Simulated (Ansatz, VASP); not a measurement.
**Sc: VASP beside Ansatz**

```xyz
4
Lattice="5.1490 0.0000 0.0000 -2.5745 4.4592 0.0000 0.0000 0.0000 4.7028" Properties=species:S:1:pos:R:3 pbc="T T T"
Sc    0.0000    0.0000    1.1757
Sc    0.0000    0.0000    3.5271
Sc    0.0000    2.9728    3.5271
Sc    2.5745    1.4864    1.1757
```

Alike in both runs: functional PBE; k mesh 6 × 6 × 2; occupations gaussian, width 0.1 eV; no spin polarisation.

Ansatz relaxed the structure, and its values are those at the end. VASP's run is a single point on that final structure, the one shown.

|  | VASP | Ansatz |
| --- | --- | --- |
| version | VASP 6.6.1 | Ansatz 0.2.0 |
| potentials or method | VASP PAW PBE potentials, release 64 (Sc_sv), cutoff 520 eV | scalar-relativistic, plane waves, PAW |
| valence electrons in the cell | 44 | 44 |

Ansatz gave:

* gap on the k mesh at the Fermi level (eV): none
* pressure (GPa): 0.1

Task: Which values does VASP return?

Result: gap on the k mesh at the Fermi level (eV): none; pressure (GPa): 0.2.

A gap of «none» marks a metal or a gap that the smearing closes.

The k mesh is coarse, so the values compare programs but aren't converged.
